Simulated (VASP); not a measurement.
# Cr (I4/mmm) in VASP: single point with LDA

Aim: the single point of Cr with LDA.

Everything below comes from runs of VASP 6.6.1. Logs are shortened: lines on timing, memory, paths and dates and some standing lists are left out, and cuts for length are marked.

## Step 1: The cell of the first run

The structure is tetragonal, space group I4/mmm (No. 139). The conventional cell has a = 2.399 Å, b = 2.399 Å, c = 4.311 Å, α = 90.00°, β = 90.00°, γ = 90.00°. Within 3.2 Å of Cr (site symmetry 4/mmm) lie 12 Cr at 2.40 to 2.74 Å.

## Step 2: Single point, LDA, collinear spin, antiferromagnetic start (12.40 Å³/atom)

INCAR reads:

```
PREC     = Accurate       # precision mode
ENCUT    = 600            # plane-wave cutoff, eV
EDIFF    = 1E-6           # SCF threshold, eV
ISMEAR   = -1             # smearing method
SIGMA    = 0.05           # smearing width, eV
LREAL    = False          # projectors in reciprocal space
LASPH    = True           # aspherical terms in the spheres
NELM     = 200            # most SCF steps
ALGO     = Normal         # electronic algorithm
ISIF     = 2              # what is computed and relaxed
LWAVE    = False          # write WAVECAR
LCHARG   = False          # write CHGCAR
ISPIN    = 2              # spin polarisation
MAGMOM   = 1.5 -1.5       # initial moments
LORBIT   = 11             # projections on sites
LMAXMIX  = 4              # l up to which the mixer works
NBANDS   = 25             # bands
GGA_COMPAT= False
```

KPOINTS reads:

```
regular mesh
0
Gamma
  15 15 9
```

POSCAR reads:

```
Cr
1.0
    2.3986949744      0.0000000000      0.0000000000
    0.0000000000      2.3986949744      0.0000000000
    0.0000000000      0.0000000000      4.3113373049
Cr
2
Direct
    1.0000000000      0.0000000000      0.0000000000
    0.5000000000      0.5000000000      0.5000000000
```

Potentials or basis: VASP PAW LDA potentials, release 64 (Cr_sv).

Launch:

```
cat potpaw_LDA.64/Cr_sv/POTCAR > POTCAR
mpirun -np 1 vasp_std > vasp.out
```

OUTCAR:

```text
PREC = Accurate
   ENCUT = 600
   EDIFF = 1E-6
   ISMEAR = -1
   LREAL = False
   LASPH = True
   NELM = 200
   ISIF = 2
   ISPIN = 2
   LORBIT = 11

 ion  position               nearest neighbor table
   1  0.000  0.000  0.000-   2 2.74   2 2.74   2 2.74   2 2.74   2 2.74   2 2.74   2 2.74   2 2.74

   2  0.500  0.500  0.500-   1 2.74   1 2.74   1 2.74   1 2.74   1 2.74   1 2.74   1 2.74   1 2.74

  LATTYP: Found a simple tetragonal cell.
 ALAT       =     2.3986949744
 C/A-ratio  =     1.7973678817

  Lattice vectors:

 A1 = (   2.3986949744,   0.0000000000,   0.0000000000)
 A2 = (   0.0000000000,   2.3986949744,   0.0000000000)
 A3 = (   0.0000000000,   0.0000000000,   4.3113373049)

Analysis of symmetry for initial positions (statically):
=====================================================================
 Subroutine PRICEL returns following result:

  LATTYP: Found a body centered tetragonal cell.
 ALAT       =     2.3986949744
 C/A-ratio  =     1.7973678817

  Lattice vectors:

 A1 = (   1.1993474872,  -1.1993474872,  -2.1556686525)
 A2 = (  -1.1993474872,   1.1993474872,  -2.1556686525)
 A3 = (   1.1993474872,   1.1993474872,   2.1556686525)

   2 primitive cells build up your supercell.

 Routine SETGRP: Setting up the symmetry group for a
 simple tetragonal supercell.

 Subroutine GETGRP returns: Found 16 space group operations
 (whereof 16 operations were pure point group operations)
 out of a pool of 16 trial point group operations.

The static configuration has the point symmetry D_4h.

Analysis of symmetry for dynamics (positions and initial velocities):
=====================================================================
 Subroutine PRICEL returns following result:

  LATTYP: Found a body centered tetragonal cell.
 ALAT       =     2.3986949744
 C/A-ratio  =     1.7973678817

  Lattice vectors:

 A1 = (   1.1993474872,  -1.1993474872,  -2.1556686525)
 A2 = (  -1.1993474872,   1.1993474872,  -2.1556686525)
 A3 = (   1.1993474872,   1.1993474872,   2.1556686525)

   2 primitive cells build up your supercell.

 Routine SETGRP: Setting up the symmetry group for a
 simple tetragonal supercell.

 Subroutine GETGRP returns: Found 16 space group operations
 (whereof 16 operations were pure point group operations)
 out of a pool of 16 trial point group operations.

The dynamic configuration has the point symmetry D_4h.

Analysis of structural, dynamic, and magnetic symmetry:
=====================================================================
 Subroutine PRICEL returns following result:

  LATTYP: Found a body centered tetragonal cell.
 ALAT       =     2.3986949744
 C/A-ratio  =     1.7973678817

  Lattice vectors:

 A1 = (   1.1993474872,  -1.1993474872,  -2.1556686525)
 A2 = (  -1.1993474872,   1.1993474872,  -2.1556686525)
 A3 = (   1.1993474872,   1.1993474872,   2.1556686525)

   2 primitive cells build up your supercell.

 Routine SETGRP: Setting up the symmetry group for a
 simple tetragonal supercell.

 Subroutine GETGRP returns: Found 16 space group operations
 (whereof 16 operations were pure point group operations)
 out of a pool of 16 trial point group operations.

The overall configuration has the point symmetry D_4h.

 Subroutine INISYM returns: Found 16 space group operations
 (whereof 16 operations are pure point group operations),
 and found     2 'primitive' translations

----------------------------------------------------------------------------------------

                                     Primitive cell

  volume of cell :      12.4032

  direct lattice vectors                    reciprocal lattice vectors
     1.199347487 -1.199347487 -2.155668652     0.416893357  0.000000000 -0.231946593
    -1.199347487  1.199347487 -2.155668652     0.000000000  0.416893357 -0.231946593
     1.199347487  1.199347487  2.155668652     0.416893357  0.416893357  0.000000000

  length of vectors
     2.742950260  2.742950260  2.742950260     0.477073677  0.477073677  0.589576239

  position of ions in fractional coordinates (direct lattice)
     0.000000000  0.000000000  0.000000000

  ion indices of the primitive-cell ions
   primitive index   ion index
                 1           1

----------------------------------------------------------------------------------------

 KPOINTS: regular mesh

Automatic generation of k-mesh.
 Grid dimensions read from file:
 generate k-points for:   15   15    9

 Generating k-lattice:

  Cartesian coordinates                     Fractional coordinates (reciprocal lattice)
     0.027792890  0.000000000  0.000000000     0.066666667  0.000000000  0.000000000
     0.000000000  0.027792890  0.000000000     0.000000000  0.066666667  0.000000000
     0.000000000  0.000000000  0.025771844     0.000000000  0.000000000  0.111111111

  Length of vectors
     0.027792890  0.027792890  0.025771844

  Shift w.r.t. Gamma in fractional coordinates (k-lattice)
     0.000000000  0.000000000  0.000000000

 Subroutine IBZKPT returns following result:
 ===========================================

 Found    180 irreducible k-points:

 Following reciprocal coordinates:
            Coordinates               Weight
  0.000000  0.000000  0.000000      1.000000
  0.066667  0.000000  0.000000      4.000000
  0.133333  0.000000  0.000000      4.000000
  0.200000  0.000000  0.000000      4.000000
  0.266667  0.000000  0.000000      4.000000
  0.333333  0.000000  0.000000      4.000000
[... 16 lines left out ...]
  0.266667  0.200000  0.000000      8.000000
  0.333333  0.200000  0.000000      8.000000
 [... further k-points ...]
   k-points           NKPTS =    180   k-points in BZ     NKDIM =    180   number of bands    NBANDS=     25
   number of dos      NEDOS =    301   number of ions     NIONS =      2
   total plane-waves  NPLWV =  14400
   dimension x,y,z NGX =    20 NGY =   20 NGZ =   36
   dimension x,y,z NGXF=    40 NGYF=   40 NGZF=   72
   ions per type =               2
   NGX,Y,Z   is equivalent  to a cutoff of  13.86, 13.86, 13.88 a.u.
   NGXF,Y,Z  is equivalent  to a cutoff of  27.72, 27.72, 27.76 a.u.
 SYSTEM =  unknown system
   PREC   = accura    normal or accurate (medium, high low for compatibility)
   ISTART =      0    job   : 0-new  1-cont  2-samecut
   ICHARG =      2    charge: 1-file 2-atom 10-const
   ISPIN  =      2    spin polarized calculation?
   LNONCOLLINEAR =      F non collinear calculations
   LSORBIT =      F    spin-orbit coupling
   LASPH  =      T    aspherical Exc in radial PAW
   ENCUT  =  600.0 eV  44.10 Ry    6.64 a.u.   4.79  4.79  8.61*2*pi/ulx,y,z
   NELM   =    200;   NELMIN=  2; NELMDL= -5     # of ELM steps
   EDIFF  = 0.1E-05   stopping-criterion for ELM
   LREAL  =      F    real-space projection
   EDIFFG = 0.1E-04   stopping-criterion for IOM
   NSW    =      0    number of steps for IOM
   IBRION =     -1    ionic relax: 0-MD 1-quasi-New 2-CG
   NFREE  =      0    steps in history (QN), initial steepest desc. (CG)
   ISIF   =      2    stress and relaxation
   ISYM   =      2    0-nonsym 1-usesym 2-fastsym
   POTIM  = 0.5000    time-step for ionic-motion
   TEBEG  =    0.0;   TEEND  =   0.0 temperature during run
   PSTRESS=    0.0 pullay stress
   NELECT =      28.0000    total number of electrons
   NUPDOWN=      -1.0000    fix difference up-down
   EMIN   =  10.00;   EMAX   =-10.00  energy-range for DOS
   EFERMI =   0.00;   METHOD = LEGACY
   ISMEAR =    -1;   SIGMA  =   0.05  broadening in eV -4-tet -1-fermi 0-gaus
   EFERMI_NEDOS =   21; number of points for ismear=-14 and -15
   IALGO  =     38    algorithm
   IMIX   =      4    mixing-type and parameters
     AMIX     =   0.40;   BMIX     =  1.00
     AMIX_MAG =   1.60;   BMIX_MAG =  1.00
  volume/ion in A,a.u.               =      12.40        83.70
  Fermi-wavevector in a.u.,A,eV,Ry     =   1.704539  3.221111 39.531069  2.905452
  Thomas-Fermi vector in A             =   2.783924
   LORBIT       =     11    0 simple, 1 ext, 2 COOP (PROOUT), +10 PAW based schemes
   GGA     = CA    functional components
   LHFCALC =     F    Hartree Fock is set to
   AEXX    =    0.0000 exact exchange contribution
   IVDW    =     0    specifies the selected vdW correction
   LEPSILON=     F    determine dielectric tensor
   LRPA    =     F    only Hartree local field effects (RPA)
 spin polarized calculation
  energy-cutoff  :      600.00
  volume of cell :       24.81
 maximum number of plane-waves:       838
 NGX is ok and might be reduce to    20
   NGX =  9   NGY =  9   NGZ = 17

 number of electron      27.9999948 magnetization       0.0000000

 number of electron      27.9999948 magnetization      -0.0000000

 Free energy of the ion-electron system (eV)
  ---------------------------------------------------
  ext. energy  EPLUGINS =         0.00000000
  ---------------------------------------------------
  free energy    TOTEN  =       -20.58674608 eV

  energy without entropy =      -20.56805173  energy(sigma->0) =      -20.57739891

 E-fermi :  12.5284     XC(G=0): -13.6314

 val. band max:       12.5256823439   @ k =   0.2000   0.1333   0.0000
 cond. band min:      12.5347131568   @ k =   0.2000   0.0000   0.1111
 fundamental gap:      0.0090308128
 Fermi energy:        12.5283575828

 spin component 1

 k-point     1 :       0.0000    0.0000    0.0000
  band No.  band energies     occupation
      1     -58.5518      1.00000
      2     -58.4444      1.00000
      3     -30.5190      1.00000
      4     -29.9669      1.00000
      5     -29.8662      1.00000
      6     -29.8662      1.00000
[... 661 lines left out ...]
     24      28.4690      0.00000
     25      29.5886      0.00000

 [... further k-points ...]

 spin component 2

 k-point     1 :       0.0000    0.0000    0.0000
  band No.  band energies     occupation
      1     -58.5518      1.00000
      2     -58.4444      1.00000
      3     -30.5190      1.00000
      4     -29.9669      1.00000
      5     -29.8662      1.00000
      6     -29.8662      1.00000
[... 661 lines left out ...]
     24      28.4690      0.00000
     25      29.5886      0.00000

 [... further k-points ...]
[... 5 lines left out ...]
  --------------------------------------------------------------------------------------
  -------------------------------------------------------------------------------------
  Total       -4.4107457     -4.4107457     -3.9460483     -0.0000000      0.0000000      0.0000000
  in kB     -284.8790765   -284.8790765   -254.8654255     -0.0000000      0.0000000      0.0000000
  external PRESSURE =    -274.8745262 kB  Pullay stress =       0.0000000 kB

 VOLUME and BASIS-vectors are now :
 -----------------------------------------------------------------------------
  energy-cutoff  :      600.00
  volume of cell :       24.81
      direct lattice vectors                 reciprocal lattice vectors
     2.398694974  0.000000000  0.000000000     0.416893357  0.000000000  0.000000000
     0.000000000  2.398694974  0.000000000     0.000000000  0.416893357  0.000000000
     0.000000000  0.000000000  4.311337305     0.000000000  0.000000000  0.231946593

 POSITION                                       TOTAL-FORCE (eV/Angst)
 -----------------------------------------------------------------------------------
      0.00000      0.00000      0.00000         0.000000      0.000000      0.000000
      1.19935      1.19935      2.15567        -0.000000     -0.000000     -0.000000
 -----------------------------------------------------------------------------------
    total drift:                               -0.000000      0.000000      0.000000

  FREE ENERGIE OF THE ION-ELECTRON SYSTEM (eV)
  ---------------------------------------------------
  free  energy   TOTEN  =       -20.5867460793 eV

  energy  without entropy=      -20.5680517332  energy(sigma->0) =      -20.57739891

 total charge

# of ion       s       p       d       tot
------------------------------------------
    1        2.184   6.006   3.577  11.767
    2        2.184   6.006   3.577  11.767
--------------------------------------------------
tot          4.369  12.012   7.153  23.534

 magnetization (x)

# of ion       s       p       d       tot
------------------------------------------
    1        0.000   0.000   0.000   0.000
    2       -0.000  -0.000  -0.000  -0.000
--------------------------------------------------
tot          0.000   0.000   0.000   0.000
```

Wall time 100 s (1 thread of Intel Xeon 6975P-C (Granite Rapids), shared host); peak memory 0.27 GiB.

Results:

```yaml
Free_energy: -20.5867 eV
Pressure: -27.5 GPa
Band_gap_on_the_k_mesh: zero (filled and empty bands overlap)
Net_moment: 0.00 μB per cell
Valence_electrons_inside_the_program's_atomic_spheres: Cr 11.77
```

Stress tensor (GPa, compression positive):
```
-28.49   0.00   0.00
  0.00 -28.49   0.00
  0.00   0.00 -25.49
```

Caveat: the cell stands under tension.
